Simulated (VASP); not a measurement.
# Mo (Im-3m) in VASP: notebook

The runs below take Mo through single point, relaxation of cell and atoms, with PBEsol.

All numbers are computed with VASP 6.6.1; they aren't measurements. Logs are shortened: lines on timing, memory, paths and dates and some standing lists are left out, and cuts for length are marked.

### 1 The cell of the first run

Symmetry: Im-3m, No. 229, cubic system. The conventional cell has a = 3.129 Å, b = 3.129 Å, c = 3.129 Å, α = 90.00°, β = 90.00°, γ = 90.00°. Within 3.6 Å of Mo (site symmetry m-3m) lie 14 Mo at 2.71 to 3.13 Å.

### 2 Single point, PBEsol

INCAR reads:

```
SYSTEM = Mo
PREC = Accurate ; ENCUT = 520
EDIFF = 1E-7 ; ISMEAR = -1
SIGMA = 0.08 ; LREAL = .False.
LASPH = .True. ; NELM = 100
ALGO = Normal ; ISIF = 2
LWAVE = .False. ; LCHARG = .False.
GGA = PS ; NBANDS = 13
```

KPOINTS reads:

```
Automatic mesh
0
Gamma
  16 16 16
  0 0 0
```

POSCAR reads:

```
Mo
1.0
   -1.5645471441      1.5645471441      1.5645471441
    1.5645471441     -1.5645471441      1.5645471441
    1.5645471441      1.5645471441     -1.5645471441
Mo
1
Direct
    0.0000000000      0.0000000000      0.0000000000
```

Potentials or basis: VASP PAW PBE potentials, release 64 (Mo_sv).

Launch:

```sh
$ cat potpaw_PBE.64/Mo_sv/POTCAR > POTCAR
$ mpirun -np 1 vasp_std > vasp.out
```

OUTCAR:

```text
SYSTEM = Mo
   PREC = Accurate
   ENCUT = 520
   EDIFF = 1E-7
   ISMEAR = -1
   LREAL = .False.
   LASPH = .True.
   NELM = 100
   ISIF = 2
   GGA = PS

 ion  position               nearest neighbor table
   1  0.000  0.000  0.000-

  LATTYP: Found a body centered cubic cell.
 ALAT       =     3.1290942882

  Lattice vectors:

 A1 = (  -1.5645471441,   1.5645471441,   1.5645471441)
 A2 = (   1.5645471441,  -1.5645471441,   1.5645471441)
 A3 = (   1.5645471441,   1.5645471441,  -1.5645471441)

Analysis of symmetry for initial positions (statically):
=====================================================================
 Subroutine PRICEL returns:
 Original cell was already a primitive cell.

 Routine SETGRP: Setting up the symmetry group for a
 body centered cubic supercell.

 Subroutine GETGRP returns: Found 48 space group operations
 (whereof 48 operations were pure point group operations)
 out of a pool of 48 trial point group operations.

The static configuration has the point symmetry O_h .

Analysis of symmetry for dynamics (positions and initial velocities):
=====================================================================
 Subroutine PRICEL returns:
 Original cell was already a primitive cell.

 Routine SETGRP: Setting up the symmetry group for a
 body centered cubic supercell.

 Subroutine GETGRP returns: Found 48 space group operations
 (whereof 48 operations were pure point group operations)
 out of a pool of 48 trial point group operations.

The dynamic configuration has the point symmetry O_h .

 Subroutine INISYM returns: Found 48 space group operations
 (whereof 48 operations are pure point group operations),
 and found     1 'primitive' translations

----------------------------------------------------------------------------------------

                                     Primitive cell

  volume of cell :      15.3188

  direct lattice vectors                    reciprocal lattice vectors
    -1.564547144  1.564547144  1.564547144     0.000000000  0.319581293  0.319581293
     1.564547144 -1.564547144  1.564547144     0.319581293  0.000000000  0.319581293
     1.564547144  1.564547144 -1.564547144     0.319581293  0.319581293  0.000000000

  length of vectors
     2.709875144  2.709875144  2.709875144     0.451956200  0.451956200  0.451956200

  position of ions in fractional coordinates (direct lattice)
     0.000000000  0.000000000  0.000000000

  ion indices of the primitive-cell ions
   primitive index   ion index
                 1           1

----------------------------------------------------------------------------------------

 KPOINTS: Automatic mesh

Automatic generation of k-mesh.
 Grid dimensions read from file:
 generate k-points for:   16   16   16

 Generating k-lattice:

  Cartesian coordinates                     Fractional coordinates (reciprocal lattice)
     0.000000000  0.019973831  0.019973831     0.062500000  0.000000000  0.000000000
     0.019973831  0.000000000  0.019973831     0.000000000  0.062500000  0.000000000
     0.019973831  0.019973831  0.000000000     0.000000000  0.000000000  0.062500000

  Length of vectors
     0.028247262  0.028247262  0.028247262

  Shift w.r.t. Gamma in fractional coordinates (k-lattice)
     0.000000000  0.000000000  0.000000000

 Subroutine IBZKPT returns following result:
 ===========================================

 Found    145 irreducible k-points:

 Following reciprocal coordinates:
            Coordinates               Weight
  0.000000  0.000000  0.000000      1.000000
  0.062500  0.000000  0.000000     12.000000
  0.125000  0.000000  0.000000     12.000000
  0.187500  0.000000  0.000000     12.000000
  0.250000  0.000000  0.000000     12.000000
  0.312500  0.000000  0.000000     12.000000
[... 16 lines left out ...]
  0.187500  0.187500  0.000000     24.000000
  0.250000  0.187500  0.000000     48.000000
 [... further k-points ...]
   k-points           NKPTS =    145   k-points in BZ     NKDIM =    145   number of bands    NBANDS=     13
   number of dos      NEDOS =    301   number of ions     NIONS =      1
   total plane-waves  NPLWV =   8000
   dimension x,y,z NGX =    20 NGY =   20 NGZ =   20
   dimension x,y,z NGXF=    40 NGYF=   40 NGZF=   40
   ions per type =               1
   NGX,Y,Z   is equivalent  to a cutoff of  12.27, 12.27, 12.27 a.u.
   NGXF,Y,Z  is equivalent  to a cutoff of  24.54, 24.54, 24.54 a.u.
 SYSTEM =  Mo
   PREC   = accura    normal or accurate (medium, high low for compatibility)
   ISTART =      0    job   : 0-new  1-cont  2-samecut
   ICHARG =      2    charge: 1-file 2-atom 10-const
   ISPIN  =      1    spin polarized calculation?
   LNONCOLLINEAR =      F non collinear calculations
   LSORBIT =      F    spin-orbit coupling
   LASPH  =      T    aspherical Exc in radial PAW
   ENCUT  =  520.0 eV  38.22 Ry    6.18 a.u.   5.04  5.04  5.04*2*pi/ulx,y,z
   NELM   =    100;   NELMIN=  2; NELMDL= -5     # of ELM steps
   EDIFF  = 0.1E-06   stopping-criterion for ELM
   LREAL  =      F    real-space projection
   EDIFFG = 0.1E-05   stopping-criterion for IOM
   NSW    =      0    number of steps for IOM
   IBRION =     -1    ionic relax: 0-MD 1-quasi-New 2-CG
   NFREE  =      0    steps in history (QN), initial steepest desc. (CG)
   ISIF   =      2    stress and relaxation
   ISYM   =      2    0-nonsym 1-usesym 2-fastsym
   POTIM  = 0.5000    time-step for ionic-motion
   TEBEG  =    0.0;   TEEND  =   0.0 temperature during run
   PSTRESS=    0.0 pullay stress
   NELECT =      14.0000    total number of electrons
   NUPDOWN=      -1.0000    fix difference up-down
   EMIN   =  10.00;   EMAX   =-10.00  energy-range for DOS
   EFERMI =   0.00;   METHOD = LEGACY
   ISMEAR =    -1;   SIGMA  =   0.08  broadening in eV -4-tet -1-fermi 0-gaus
   EFERMI_NEDOS =   21; number of points for ismear=-14 and -15
   IALGO  =     38    algorithm
   IMIX   =      4    mixing-type and parameters
     AMIX     =   0.40;   BMIX     =  1.00
     AMIX_MAG =   1.60;   BMIX_MAG =  1.00
  volume/ion in A,a.u.               =      15.32       103.38
  Fermi-wavevector in a.u.,A,eV,Ry     =   1.588701  3.002210 34.340712  2.523971
  Thomas-Fermi vector in A             =   2.687664
   LORBIT       =      0    0 simple, 1 ext, 2 COOP (PROOUT), +10 PAW based schemes
   GGA     = PS    functional components
   LHFCALC =     F    Hartree Fock is set to
   AEXX    =    0.0000 exact exchange contribution
   IVDW    =     0    specifies the selected vdW correction
   LEPSILON=     F    determine dielectric tensor
   LRPA    =     F    only Hartree local field effects (RPA)
 non-spin polarized calculation
  energy-cutoff  :      520.00
  volume of cell :       15.32
 maximum number of plane-waves:       427
   NGX =  9   NGY =  9   NGZ =  9

 number of electron      13.9999998 magnetization

 Free energy of the ion-electron system (eV)
  ---------------------------------------------------
  ext. energy  EPLUGINS =         0.00000000
  ---------------------------------------------------
  free energy    TOTEN  =       -11.78839552 eV

  energy without entropy =      -11.77668613  energy(sigma->0) =      -11.78254083

 E-fermi :  12.7886     XC(G=0): -13.6423

 val. band max:       12.7811735245   @ k =  -0.1875   0.1875   0.0625
 cond. band min:      12.8143447845   @ k =   0.3750   0.0000   0.0000
 fundamental gap:      0.0331712600
 Fermi energy:        12.7886475487

 k-point     1 :       0.0000    0.0000    0.0000
  band No.  band energies     occupation
      1     -48.3973      2.00000
      2     -21.6365      2.00000
      3     -21.6365      2.00000
      4     -21.6365      2.00000
      5       5.4412      2.00000
      6      11.3908      2.00000
      7      11.3908      2.00000
      8      11.3908      2.00000
      9      14.4802      0.00000
     10      14.4802      0.00000
     11      27.6297      0.00000
     12      27.6297      0.00000
     13      27.6297      0.00000

 k-point     2 :       0.0625    0.0000    0.0000
  band No.  band energies     occupation
      1     -48.3866      2.00000
      2     -21.6980      2.00000
      3     -21.6553      2.00000
      4     -21.6370      2.00000
      5       5.6189      2.00000
      6      11.2893      2.00000
      7      11.3737      2.00000
      8      11.5581      2.00000
      9      14.3294      0.00000
     10      14.4825      0.00000
     11      27.7655      0.00000
     12      27.9297      0.00000
     13      27.9926      0.00000

 k-point     3 :       0.1250    0.0000    0.0000
  band No.  band energies     occupation
      1     -48.3559      2.00000
      2     -21.8711      2.00000
      3     -21.7087      2.00000
      4     -21.6384      2.00000
      5       6.1172      2.00000
      6      11.0131      2.00000
      7      11.2952      2.00000
      8      12.0517      1.99980
      9      14.0282      0.00000
     10      14.4982      0.00000
     11      28.0692      0.00000
     12      28.7979      0.00000
     13      28.8519      0.00000
[... 305 lines left out ...]
 k-point    23 :       0.1875    0.1875    0.0000
  band No.  band energies     occupation
      1     -48.1859      2.00000
      2     -22.6660      2.00000
      3     -21.9994      2.00000
      4     -21.7471      2.00000
      5       8.3801      2.00000
      6      10.0238      2.00000
      7      10.5415      2.00000
      8      13.6657      0.00003
      9      15.1419      0.00000
     10      16.0728      0.00000
     11      27.3376      0.00000
     12      28.5991      0.00000
     13      31.8019      0.00000

 k-point    24 :       0.2500    0.1875    0.0000
  band No.  band energies     occupation
      1     -48.1419      2.00000
      2     -22.8166      2.00000
      3     -22.1251      2.00000
      4     -21.7672      2.00000
      5       8.5126      2.00000
      6       9.7869      2.00000
      7      10.9550      2.00000
      8      13.9025      0.00000
      9      15.2812      0.00000
     10      17.5706      0.00000
     11      26.1927      0.00000
     12      27.7215      0.00000
     13      30.6263      0.00000

 [... further k-points ...]
[... 5 lines left out ...]
  --------------------------------------------------------------------------------------
  -------------------------------------------------------------------------------------
  Total        0.0535214      0.0535214      0.0535214      0.0000000      0.0000000      0.0000000
  in kB        5.5977309      5.5977309      5.5977309      0.0000000      0.0000000      0.0000000
  external PRESSURE =       5.5977309 kB  Pullay stress =       0.0000000 kB

 VOLUME and BASIS-vectors are now :
 -----------------------------------------------------------------------------
  energy-cutoff  :      520.00
  volume of cell :       15.32
      direct lattice vectors                 reciprocal lattice vectors
    -1.564547144  1.564547144  1.564547144     0.000000000  0.319581293  0.319581293
     1.564547144 -1.564547144  1.564547144     0.319581293  0.000000000  0.319581293
     1.564547144  1.564547144 -1.564547144     0.319581293  0.319581293  0.000000000

 POSITION                                       TOTAL-FORCE (eV/Angst)
 -----------------------------------------------------------------------------------
      0.00000      0.00000      0.00000         0.000000     -0.000000     -0.000000
 -----------------------------------------------------------------------------------
    total drift:                                0.000000      0.000000      0.000000

  FREE ENERGIE OF THE ION-ELECTRON SYSTEM (eV)
  ---------------------------------------------------
  free  energy   TOTEN  =       -11.7883955204 eV

  energy  without entropy=      -11.7766861330  energy(sigma->0) =      -11.78254083
```

Wall time 8.4 s (1 thread of Intel Xeon 6975P-C (Granite Rapids), shared host); peak memory 0.14 GiB.

Results:

```yaml
Free_energy: -11.7884 eV
Pressure: 0.6 GPa
Band_gap_on_the_k_mesh: zero (band 7 reaches 16.93 eV, above the bottom of band 8 at 11.39 eV)
```

Levels at points of the mesh, in eV from the Fermi level:
| k point | band 4 | band 5 | band 6 | band 7 | band 8 | band 9 | band 10 | band 11 |
| --- | --- | --- | --- | --- | --- | --- | --- | --- |
| (0.00, 0.00, 0.00) | -34.43 | -7.35 | -1.40 | -1.40 | -1.40 | 1.69 | 1.69 | 14.84 |
| (0.50, 0.00, 0.00) | -34.44 | -5.47 | -3.50 | 1.69 | 1.74 | 2.38 | 4.93 | 11.96 |
| (0.50, 0.50, 0.50) | -35.46 | -5.62 | -5.62 | 4.14 | 4.14 | 4.14 | 9.18 | 9.18 |

Caveat: the PAW data sets were made with another functional, which shifts forces and pressure a little.

### 3 Single point, PBEsol

INCAR reads:

```
PREC = Accurate
ENCUT = 520
EDIFF = 1E-6
ISMEAR = -1
SIGMA = 0.08
LREAL = False
LASPH = True
NELM = 80
ALGO = Normal
ISIF = 2
LWAVE = False
LCHARG = False
GGA = PS
NBANDS = 13
```

KPOINTS reads:

```
regular mesh
0
Gamma
  16 16 16
```

POSCAR is that of step 2.

Potentials or basis: VASP PAW PBE potentials, release 64 (Mo_sv).

Launch:

```sh
$ cat potpaw_PBE.64/Mo_sv/POTCAR > POTCAR
$ mpirun -np 1 vasp_std > vasp.out
```

OUTCAR:

```text
PREC = Accurate
   ENCUT = 520
   EDIFF = 1E-6
   ISMEAR = -1
   LREAL = False
   LASPH = True
   NELM = 80
   ISIF = 2
   GGA = PS

 ion  position               nearest neighbor table
   1  0.000  0.000  0.000-

  LATTYP: Found a body centered cubic cell.
 ALAT       =     3.1290942882

  Lattice vectors:

 A1 = (  -1.5645471441,   1.5645471441,   1.5645471441)
 A2 = (   1.5645471441,  -1.5645471441,   1.5645471441)
 A3 = (   1.5645471441,   1.5645471441,  -1.5645471441)

Analysis of symmetry for initial positions (statically):
=====================================================================
 Subroutine PRICEL returns:
 Original cell was already a primitive cell.

 Routine SETGRP: Setting up the symmetry group for a
 body centered cubic supercell.

 Subroutine GETGRP returns: Found 48 space group operations
 (whereof 48 operations were pure point group operations)
 out of a pool of 48 trial point group operations.

The static configuration has the point symmetry O_h .

Analysis of symmetry for dynamics (positions and initial velocities):
=====================================================================
 Subroutine PRICEL returns:
 Original cell was already a primitive cell.

 Routine SETGRP: Setting up the symmetry group for a
 body centered cubic supercell.

 Subroutine GETGRP returns: Found 48 space group operations
 (whereof 48 operations were pure point group operations)
 out of a pool of 48 trial point group operations.

The dynamic configuration has the point symmetry O_h .

 Subroutine INISYM returns: Found 48 space group operations
 (whereof 48 operations are pure point group operations),
 and found     1 'primitive' translations

----------------------------------------------------------------------------------------

                                     Primitive cell
[... 107 lines left out ...]
   IMIX   =      4    mixing-type and parameters
     AMIX     =   0.40;   BMIX     =  1.00
     AMIX_MAG =   1.60;   BMIX_MAG =  1.00
  volume/ion in A,a.u.               =      15.32       103.38
  Fermi-wavevector in a.u.,A,eV,Ry     =   1.588701  3.002210 34.340712  2.523971
  Thomas-Fermi vector in A             =   2.687664
   LORBIT       =      0    0 simple, 1 ext, 2 COOP (PROOUT), +10 PAW based schemes
   GGA     = PS    functional components
   LHFCALC =     F    Hartree Fock is set to
   AEXX    =    0.0000 exact exchange contribution
   IVDW    =     0    specifies the selected vdW correction
   LEPSILON=     F    determine dielectric tensor
   LRPA    =     F    only Hartree local field effects (RPA)
 non-spin polarized calculation
  energy-cutoff  :      520.00
  volume of cell :       15.32
 maximum number of plane-waves:       427
   NGX =  9   NGY =  9   NGZ =  9

 number of electron      13.9999998 magnetization

 Free energy of the ion-electron system (eV)
  ---------------------------------------------------
  ext. energy  EPLUGINS =         0.00000000
  ---------------------------------------------------
  free energy    TOTEN  =       -11.78839560 eV

  energy without entropy =      -11.77668612  energy(sigma->0) =      -11.78254086

 E-fermi :  12.7886     XC(G=0): -13.6423

 val. band max:       12.7811518868   @ k =  -0.1875   0.1875   0.0625
 cond. band min:      12.8143536129   @ k =   0.3750   0.0000   0.0000
 fundamental gap:      0.0332017261
 Fermi energy:        12.7886315559

 k-point     1 :       0.0000    0.0000    0.0000
  band No.  band energies     occupation
      1     -48.3974      2.00000
      2     -21.6365      2.00000
      3     -21.6365      2.00000
      4     -21.6365      2.00000
      5       5.4412      2.00000
      6      11.3907      2.00000
      7      11.3907      2.00000
      8      11.3907      2.00000
      9      14.4801      0.00000
     10      14.4801      0.00000
     11      27.6297      0.00000
     12      27.6297      0.00000
     13      27.6297      0.00000
[... 354 lines left out ...]
  band No.  band energies     occupation
      1     -48.1419      2.00000
      2     -22.8167      2.00000
      3     -22.1251      2.00000
      4     -21.7673      2.00000
      5       8.5126      2.00000
      6       9.7869      2.00000
      7      10.9550      2.00000
      8      13.9024      0.00000
      9      15.2812      0.00000
     10      17.5706      0.00000
     11      26.1927      0.00000
     12      27.7215      0.00000
     13      30.6263      0.00000

 [... further k-points ...]
[... 5 lines left out ...]
  --------------------------------------------------------------------------------------
  -------------------------------------------------------------------------------------
  Total        0.0536740      0.0536740      0.0536740     -0.0000000      0.0000000      0.0000000
  in kB        5.6136956      5.6136956      5.6136956     -0.0000000      0.0000000      0.0000000
  external PRESSURE =       5.6136956 kB  Pullay stress =       0.0000000 kB

 VOLUME and BASIS-vectors are now :
 -----------------------------------------------------------------------------
  energy-cutoff  :      520.00
  volume of cell :       15.32
      direct lattice vectors                 reciprocal lattice vectors
    -1.564547144  1.564547144  1.564547144     0.000000000  0.319581293  0.319581293
     1.564547144 -1.564547144  1.564547144     0.319581293  0.000000000  0.319581293
     1.564547144  1.564547144 -1.564547144     0.319581293  0.319581293  0.000000000

 POSITION                                       TOTAL-FORCE (eV/Angst)
 -----------------------------------------------------------------------------------
      0.00000      0.00000      0.00000        -0.000000      0.000000     -0.000000
 -----------------------------------------------------------------------------------
    total drift:                                0.000000     -0.000000      0.000000

  FREE ENERGIE OF THE ION-ELECTRON SYSTEM (eV)
  ---------------------------------------------------
  free  energy   TOTEN  =       -11.7883955991 eV

  energy  without entropy=      -11.7766861223  energy(sigma->0) =      -11.78254086
```

stdout:

```text
POSCAR found type information on POSCAR Mo
 POSCAR found :  1 types and       1 ions
 scaLAPACK will be used
 -----------------------------------------------------------------------------
|                                                                             |
|                                                                             |
|     You enforced a specific xc type in the INCAR file but a different       |
|     I HOPE YOU KNOW WHAT YOU ARE DOING!                                     |
|                                                                             |
 -----------------------------------------------------------------------------

 LDA part: xc-table for (Slater+PW92), standard interpolation
 POSCAR, INCAR and KPOINTS ok, starting setup
 FFT: planning ... GRIDC
 FFT: planning ... GRID_SOFT
 FFT: planning ... GRID
 WAVECAR not read
 entering main loop
```

Wall time 7.8 s (1 thread of Intel Xeon 6975P-C (Granite Rapids), shared host); peak memory 0.14 GiB.

Results:

```yaml
Free_energy: -11.7884 eV
Pressure: 0.6 GPa
Band_gap_on_the_k_mesh: zero (band 7 reaches 16.93 eV, above the bottom of band 8 at 11.39 eV)
```

Caveat: the PAW data sets were made with another functional, which shifts forces and pressure a little.

(Continued in part 2 of 2.)
